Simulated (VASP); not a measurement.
# SnSe (Fm-3m) in VASP: a series of runs

The runs below take SnSe through single point, with PBE, PBE-based screened hybrid.

Everything below comes from runs of VASP 6.6.1. Logs are shortened: lines on timing, memory, paths and dates and some standing lists are left out, and cuts for length are marked.

**1. The cell of the first run**

The structure is cubic, space group Fm-3m (No. 225). The conventional cell has a = 6.020 Å, b = 6.020 Å, c = 6.020 Å, α = 90.00°, β = 90.00°, γ = 90.00°. Sn (site symmetry m-3m) has 6 Se at 3.01 Å within 4.0 Å. Se (site symmetry m-3m) has 6 Sn at 3.01 Å within 4.0 Å.

**2. Single point, PBE**

Input file INCAR:

```
SYSTEM = SnSe
PREC = Accurate
ENCUT = 520
EDIFF = 1E-6
ISMEAR = 0
SIGMA = 0.05
LREAL = .FALSE.
LASPH = .TRUE.
NELM = 60
ALGO = Normal
ISIF = 2
LWAVE = .FALSE.
LCHARG = .FALSE.
GGA = PE
NBANDS = 17
```

Input file KPOINTS:

```
Automatic mesh
0
G
  4 4 4
  0 0 0
```

Input file POSCAR:

```
SnSe
1.0
    0.0000000000      3.0099999632      3.0099999632
    3.0099999632      0.0000000000      3.0099999632
    3.0099999632      3.0099999632      0.0000000000
Sn Se
1 1
Direct
    0.0000000000      0.0000000000      0.0000000000
    0.5000000000      0.5000000000      0.5000000000
```

Potentials or basis: VASP PAW PBE potentials, release 64 (Sn_d, Se).

Run with:

```bash
cat potpaw_PBE.64/Sn_d/POTCAR potpaw_PBE.64/Se/POTCAR > POTCAR
mpirun -np 1 vasp_std > vasp.out
```

OUTCAR:

```text
SYSTEM = SnSe
   PREC = Accurate
   ENCUT = 520
   EDIFF = 1E-6
   ISMEAR = 0
   LREAL = .FALSE.
   LASPH = .TRUE.
   NELM = 60
   ISIF = 2
   GGA = PE

 ion  position               nearest neighbor table
   1  0.000  0.000  0.000-   2 3.01   2 3.01   2 3.01   2 3.01   2 3.01   2 3.01
   2  0.500  0.500  0.500-   1 3.01   1 3.01   1 3.01   1 3.01   1 3.01   1 3.01

  LATTYP: Found a face centered cubic cell.
 ALAT       =     6.0199999264

  Lattice vectors:

 A1 = (   0.0000000000,   3.0099999632,   3.0099999632)
 A2 = (   3.0099999632,   0.0000000000,   3.0099999632)
 A3 = (   3.0099999632,   3.0099999632,   0.0000000000)

Analysis of symmetry for initial positions (statically):
=====================================================================
 Subroutine PRICEL returns:
 Original cell was already a primitive cell.

 Routine SETGRP: Setting up the symmetry group for a
 face centered cubic supercell.

 Subroutine GETGRP returns: Found 48 space group operations
 (whereof 48 operations were pure point group operations)
 out of a pool of 48 trial point group operations.

The static configuration has the point symmetry O_h .

Analysis of symmetry for dynamics (positions and initial velocities):
=====================================================================
 Subroutine PRICEL returns:
 Original cell was already a primitive cell.

 Routine SETGRP: Setting up the symmetry group for a
 face centered cubic supercell.

 Subroutine GETGRP returns: Found 48 space group operations
 (whereof 48 operations were pure point group operations)
 out of a pool of 48 trial point group operations.

The dynamic configuration has the point symmetry O_h .

 Subroutine INISYM returns: Found 48 space group operations
 (whereof 48 operations are pure point group operations),
 and found     1 'primitive' translations

----------------------------------------------------------------------------------------

                                     Primitive cell

  volume of cell :      54.5418

  direct lattice vectors                    reciprocal lattice vectors
     0.000000000  3.009999963  3.009999963    -0.166112959  0.166112959  0.166112959
     3.009999963  0.000000000  3.009999963     0.166112959 -0.166112959  0.166112959
     3.009999963  3.009999963  0.000000000     0.166112959  0.166112959 -0.166112959

  length of vectors
     4.256782771  4.256782771  4.256782771     0.287716085  0.287716085  0.287716085

  position of ions in fractional coordinates (direct lattice)
     0.000000000  0.000000000  0.000000000
     0.500000000  0.500000000  0.500000000

  ion indices of the primitive-cell ions
   primitive index   ion index
                 1           1
                 2           2

----------------------------------------------------------------------------------------

 KPOINTS: Automatic mesh

Automatic generation of k-mesh.
 Grid dimensions read from file:
 generate k-points for:    4    4    4

 Generating k-lattice:

  Cartesian coordinates                     Fractional coordinates (reciprocal lattice)
    -0.041528240  0.041528240  0.041528240     0.250000000  0.000000000  0.000000000
     0.041528240 -0.041528240  0.041528240     0.000000000  0.250000000  0.000000000
     0.041528240  0.041528240 -0.041528240     0.000000000  0.000000000  0.250000000

  Length of vectors
     0.071929021  0.071929021  0.071929021

  Shift w.r.t. Gamma in fractional coordinates (k-lattice)
     0.000000000  0.000000000  0.000000000

 Subroutine IBZKPT returns following result:
 ===========================================

 Found      8 irreducible k-points:

 Following reciprocal coordinates:
            Coordinates               Weight
  0.000000  0.000000  0.000000      1.000000
  0.250000  0.000000  0.000000      8.000000
  0.500000  0.000000  0.000000      4.000000
  0.250000  0.250000  0.000000      6.000000
  0.500000  0.250000  0.000000     24.000000
 -0.250000  0.250000  0.000000     12.000000
  0.500000  0.500000  0.000000      3.000000
 -0.250000  0.500000  0.250000      6.000000
   k-points           NKPTS =      8   k-points in BZ     NKDIM =      8   number of bands    NBANDS=     17
   number of dos      NEDOS =    301   number of ions     NIONS =      2
   total plane-waves  NPLWV =  32768
   dimension x,y,z NGX =    32 NGY =   32 NGZ =   32
   dimension x,y,z NGXF=    64 NGYF=   64 NGZF=   64
   ions per type =               1   1
   NGX,Y,Z   is equivalent  to a cutoff of  12.50, 12.50, 12.50 a.u.
   NGXF,Y,Z  is equivalent  to a cutoff of  24.99, 24.99, 24.99 a.u.
 SYSTEM =  SnSe
   PREC   = accura    normal or accurate (medium, high low for compatibility)
   ISTART =      0    job   : 0-new  1-cont  2-samecut
   ICHARG =      2    charge: 1-file 2-atom 10-const
   ISPIN  =      1    spin polarized calculation?
   LNONCOLLINEAR =      F non collinear calculations
   LSORBIT =      F    spin-orbit coupling
   LASPH  =      T    aspherical Exc in radial PAW
   ENCUT  =  520.0 eV  38.22 Ry    6.18 a.u.   7.91  7.91  7.91*2*pi/ulx,y,z
   NELM   =     60;   NELMIN=  2; NELMDL= -5     # of ELM steps
   EDIFF  = 0.1E-05   stopping-criterion for ELM
   LREAL  =      F    real-space projection
   EDIFFG = 0.1E-04   stopping-criterion for IOM
   NSW    =      0    number of steps for IOM
   IBRION =     -1    ionic relax: 0-MD 1-quasi-New 2-CG
   NFREE  =      0    steps in history (QN), initial steepest desc. (CG)
   ISIF   =      2    stress and relaxation
   ISYM   =      2    0-nonsym 1-usesym 2-fastsym
   POTIM  = 0.5000    time-step for ionic-motion
   TEBEG  =    0.0;   TEEND  =   0.0 temperature during run
   PSTRESS=    0.0 pullay stress
   NELECT =      20.0000    total number of electrons
   NUPDOWN=      -1.0000    fix difference up-down
   EMIN   =  10.00;   EMAX   =-10.00  energy-range for DOS
   EFERMI =   0.00;   METHOD = LEGACY
   ISMEAR =     0;   SIGMA  =   0.05  broadening in eV -4-tet -1-fermi 0-gaus
   EFERMI_NEDOS =   21; number of points for ismear=-14 and -15
   IALGO  =     38    algorithm
   IMIX   =      4    mixing-type and parameters
     AMIX     =   0.40;   BMIX     =  1.00
     AMIX_MAG =   1.60;   BMIX_MAG =  1.00
  volume/ion in A,a.u.               =      27.27       184.03
  Fermi-wavevector in a.u.,A,eV,Ry     =   1.171768  2.214321 18.681350  1.373041
  Thomas-Fermi vector in A             =   2.308207
   LORBIT       =      0    0 simple, 1 ext, 2 COOP (PROOUT), +10 PAW based schemes
   GGA     = PE    functional components
   LHFCALC =     F    Hartree Fock is set to
   AEXX    =    0.0000 exact exchange contribution
   IVDW    =     0    specifies the selected vdW correction
   LEPSILON=     F    determine dielectric tensor
   LRPA    =     F    only Hartree local field effects (RPA)
 non-spin polarized calculation
 Gauss-broadening in eV      SIGMA  =   0.05
  energy-cutoff  :      520.00
  volume of cell :       54.54
 maximum number of plane-waves:      1480
   NGX = 15   NGY = 15   NGZ = 15

 number of electron      20.0000005 magnetization

 Free energy of the ion-electron system (eV)
  ---------------------------------------------------
  ext. energy  EPLUGINS =         0.00000000
  ---------------------------------------------------
  free energy    TOTEN  =        -8.26595472 eV

  energy without entropy =       -8.26595472  energy(sigma->0) =       -8.26595472

 E-fermi :   5.8178     XC(G=0):  -9.6276

 val. band max:        5.5532856601   @ k =   0.5000   0.0000   0.0000
 cond. band min:       6.1202497792   @ k =   0.5000   0.0000   0.0000
 fundamental gap:      0.5669641192
 Fermi energy:         5.8177747458

 k-point     1 :       0.0000    0.0000    0.0000
  band No.  band energies     occupation
      1     -16.0622      2.00000
      2     -16.0622      2.00000
      3     -16.0622      2.00000
      4     -16.0619      2.00000
      5     -16.0619      2.00000
      6      -8.3422      2.00000
      7       0.4831      2.00000
      8       3.3444      2.00000
      9       3.3444      2.00000
     10       3.3444      2.00000
     11       9.8824      0.00000
     12       9.8824      0.00000
     13       9.8824      0.00000
     14      11.4312      0.00000
     15      11.4312      0.00000
     16      11.4312      0.00000
     17      13.7137      0.00000

 k-point     2 :       0.2500    0.0000    0.0000
  band No.  band energies     occupation
      1     -16.0659      2.00000
      2     -16.0659      2.00000
      3     -16.0609      2.00000
      4     -16.0558      2.00000
      5     -16.0557      2.00000
      6      -7.9435      2.00000
      7      -1.1735      2.00000
      8       3.4292      2.00000
      9       3.4292      2.00000
     10       4.5587      2.00000
     11       7.7059      0.00000
     12       8.0065      0.00000
     13       8.0065      0.00000
     14      11.7073      0.00000
     15      12.7583      0.00000
     16      12.7583      0.00000
     17      16.8838      0.00000

 k-point     3 :       0.5000    0.0000    0.0000
  band No.  band energies     occupation
      1     -16.0699      2.00000
      2     -16.0699      2.00000
      3     -16.0598      2.00000
      4     -16.0493      2.00000
      5     -16.0493      2.00000
      6      -7.4225      2.00000
      7      -2.4832      2.00000
      8       3.5851      2.00000
      9       3.5851      2.00000
     10       5.5533      2.00000
     11       6.1202      0.00000
     12       6.8214      0.00000
     13       6.8214      0.00000
     14      13.7850      0.00000
     15      15.6741      0.00000
     16      15.7670      0.00000
     17      15.7670      0.00000

 k-point     4 :       0.2500    0.2500    0.0000
  band No.  band energies     occupation
      1     -16.0736      2.00000
      2     -16.0654      2.00000
      3     -16.0582      2.00000
      4     -16.0537      2.00000
      5     -16.0537      2.00000
      6      -7.8119      2.00000
      7      -0.8817      2.00000
      8       2.5532      2.00000
      9       2.5532      2.00000
     10       3.8641      2.00000
     11       7.6695      0.00000
     12       9.4960      0.00000
     13      10.0206      0.00000
     14      10.0206      0.00000
     15      14.5045      0.00000
     16      14.6880      0.00000
     17      14.6880      0.00000

 k-point     5 :       0.5000    0.2500    0.0000
  band No.  band energies     occupation
      1     -16.0789      2.00000
      2     -16.0618      2.00000
      3     -16.0615      2.00000
      4     -16.0507      2.00000
      5     -16.0477      2.00000
      6      -7.2959      2.00000
      7      -1.7642      2.00000
      8       1.5374      2.00000
      9       2.5471      2.00000
     10       3.3946      2.00000
     11       8.2607      0.00000
     12       8.8258      0.00000
     13       9.8364      0.00000
     14      10.9682      0.00000
     15      15.4487      0.00000
     16      16.2437      0.00000
     17      16.9616      0.00000

 k-point     6 :      -0.2500    0.2500    0.0000
  band No.  band energies     occupation
      1     -16.0712      2.00000
      2     -16.0660      2.00000
      3     -16.0574      2.00000
      4     -16.0531      2.00000
      5     -16.0527      2.00000
      6      -7.4655      2.00000
      7      -1.8208      2.00000
      8       1.5741      2.00000
      9       3.4549      2.00000
     10       4.9465      2.00000
     11       6.7490      0.00000
     12       7.3064      0.00000
     13       9.8004      0.00000
     14      13.0622      0.00000
     15      13.2429      0.00000
     16      14.7725      0.00000
     17      15.8748      0.00000

 k-point     7 :       0.5000    0.5000    0.0000
  band No.  band energies     occupation
      1     -16.0901      2.00000
      2     -16.0687      2.00000
      3     -16.0544      2.00000
      4     -16.0448      2.00000
      5     -16.0448      2.00000
      6      -7.1481      2.00000
      7      -0.4377      2.00000
      8       0.0838      2.00000
      9       1.9087      2.00000
     10       1.9087      2.00000
     11       8.5848      0.00000
     12      10.8986      0.00000
     13      10.8986      0.00000
     14      11.5003      0.00000
     15      15.9990      0.00000
     16      17.1789      0.00000
     17      18.1745      0.00000

 k-point     8 :      -0.2500    0.5000    0.2500
  band No.  band energies     occupation
      1     -16.0812      2.00000
      2     -16.0609      2.00000
      3     -16.0569      2.00000
      4     -16.0569      2.00000
      5     -16.0448      2.00000
      6      -7.1206      2.00000
      7      -1.3406      2.00000
      8       0.8463      2.00000
      9       0.8463      2.00000
     10       4.7255      2.00000
     11       7.0600      0.00000
     12      10.3055      0.00000
     13      10.3055      0.00000
     14      12.7843      0.00000
     15      12.7843      0.00000
     16      16.8209      0.00000
     17      18.3495      0.00000

------------------------ aborting loop because EDIFF is reached ----------------------------------------

  FORCE on cell =-STRESS in cart. coord.  units (eV):
  Direction    XX          YY          ZZ          XY          YZ          ZX
  --------------------------------------------------------------------------------------
  -------------------------------------------------------------------------------------
  Total       -0.1521635     -0.1521635     -0.1521635     -0.0000000     -0.0000000      0.0000000
  in kB       -4.4698373     -4.4698373     -4.4698373     -0.0000000     -0.0000000      0.0000000
  external PRESSURE =      -4.4698373 kB  Pullay stress =       0.0000000 kB

 VOLUME and BASIS-vectors are now :
 -----------------------------------------------------------------------------
  energy-cutoff  :      520.00
  volume of cell :       54.54
      direct lattice vectors                 reciprocal lattice vectors
     0.000000000  3.009999963  3.009999963    -0.166112959  0.166112959  0.166112959
     3.009999963  0.000000000  3.009999963     0.166112959 -0.166112959  0.166112959
     3.009999963  3.009999963  0.000000000     0.166112959  0.166112959 -0.166112959

 POSITION                                       TOTAL-FORCE (eV/Angst)
 -----------------------------------------------------------------------------------
      0.00000      0.00000      0.00000         0.000000      0.000000      0.000000
      3.01000      3.01000      3.01000        -0.000000     -0.000000     -0.000000
 -----------------------------------------------------------------------------------
    total drift:                                0.000000     -0.000000     -0.000000

  FREE ENERGIE OF THE ION-ELECTRON SYSTEM (eV)
  ---------------------------------------------------
  free  energy   TOTEN  =        -8.2659547160 eV

  energy  without entropy=       -8.2659547160  energy(sigma->0) =       -8.26595472
```

It took 8 s on 1 thread of Intel Xeon Platinum 8259CL at 2.50GHz (Skylake/Cascade Lake), shared host; peak memory 0.17 GiB.

Results:

```yaml
Free_energy: -8.2660 eV
Pressure: -0.4 GPa
Band_gap_on_the_k_mesh: 0.57 eV, direct
```

Levels at points of the mesh, in eV from the valence-band top:
```
           k point  band 8  band 9  band 10  band 11  band 12  band 13
(0.00, 0.00, 0.00)   -2.21   -2.21    -2.21     4.33     4.33     4.33
(0.50, 0.00, 0.00)   -1.97   -1.97     0.00     0.57     1.27     1.27
(0.50, 0.50, 0.00)   -5.47   -3.64    -3.64     3.03     5.35     5.35
```

Caveat: the k points lie up to 0.45 Å⁻¹ apart; spin-orbit coupling is left out, which moves the levels of the heavy elements. A k mesh can miss the band edges.

**3. Single point, PBE-based screened hybrid**

POSCAR is that of step 2.

Input file INCAR.step1:

```
  ALGO = Normal
  EDIFF = 1E-5
  ENCUT = 520
  GGA = PE
  ISIF = 2
  ISMEAR = 0
  LASPH = True
  LREAL = False
  LWAVE = True
  NBANDS = 17
  NELM = 80
  PREC = Accurate
  SIGMA = 0.05
```

Input file INCAR.step2:

```
  AEXX = 0.25
  ALGO = Normal
  EDIFF = 1E-7
  ENCUT = 520
  GGA = PE
  HFSCREEN = 0.4
  ISIF = 2
  ISMEAR = 0
  ISTART = 1
  LASPH = True
  LCHARG = True
  LELF = True
  LHFCALC = True
  LREAL = False
  LVHAR = True
  LWAVE = False
  NBANDS = 17
  NELM = 80
  PREC = Accurate
  PRECFOCK = Normal
  SIGMA = 0.05
```

Input file KPOINTS:

```
k-points
0
Gamma
  4 4 4
```

Potentials or basis: VASP PAW PBE potentials, release 64 (Sn_d, Se).

Run with:

```bash
cat potpaw_PBE.64/Sn_d/POTCAR potpaw_PBE.64/Se/POTCAR > POTCAR
cp INCAR.step1 INCAR
mpirun -np 1 vasp_std > vasp.out
cp INCAR.step2 INCAR
mpirun -np 1 vasp_std > vasp.out
```

It used 1300 s of CPU time on 1 thread of AMD EPYC 7R13 Processor (Zen 3), with other jobs on the host.

It converged, with:

- Free energy: -9.2189 eV
- Pressure: -1.6 GPa
- Band gap on the k mesh: 0.51 eV, direct

Levels at points of the mesh, in eV from the valence-band top:
| k point | band 8 | band 9 | band 10 | band 11 | band 12 | band 13 |
| --- | --- | --- | --- | --- | --- | --- |
| (0.00, 0.00, 0.00) | -2.62 | -2.62 | -2.62 | 4.60 | 4.60 | 4.60 |
| (0.50, 0.00, 0.00) | -2.38 | -2.38 | 0.00 | 0.51 | 1.31 | 1.31 |
| (0.50, 0.50, 0.00) | -6.08 | -4.14 | -4.14 | 3.06 | 5.67 | 5.67 |

Caveat: the k points lie up to 0.45 Å⁻¹ apart; the PAW data sets were made with another functional, which shifts forces and pressure a little; spin-orbit coupling is left out, which moves the levels of the heavy elements.
